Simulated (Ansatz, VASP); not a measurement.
## Two plane-wave programs on Cs

```
Cs
1.0
     0.00000    5.67449    5.67449
     5.67449    0.00000    5.67449
     5.67449    5.67449    0.00000
Cs
2
Cartesian
  1.4186 1.4186 1.4186
  9.9304 9.9304 9.9304
```

Alike in both runs: task single point; functional PBEsol; k mesh 6 × 6 × 6; occupations fermi-dirac, width 0.1 eV; no spin polarisation.

|  | VASP | Ansatz |
| --- | --- | --- |
| version | VASP 6.6.1 | Ansatz 0.2.0 |
| potentials or method | VASP PAW PBE potentials, release 64 (Cs_sv), cutoff 520 eV | plane waves (420 eV) with PAW, scalar-relativistic |
| valence electrons in the cell | 18 | 18 |

```tsv
	VASP	Ansatz	Ansatz less VASP
pressure (GPa)	0.0	0.0	0.00
```

VASP's potentials were made for PBE, not for PBEsol, and Ansatz warns of the same on its side. With one functional, cell and mesh, what is left measures potentials, basis and numerics.

Spin-orbit coupling is off throughout.
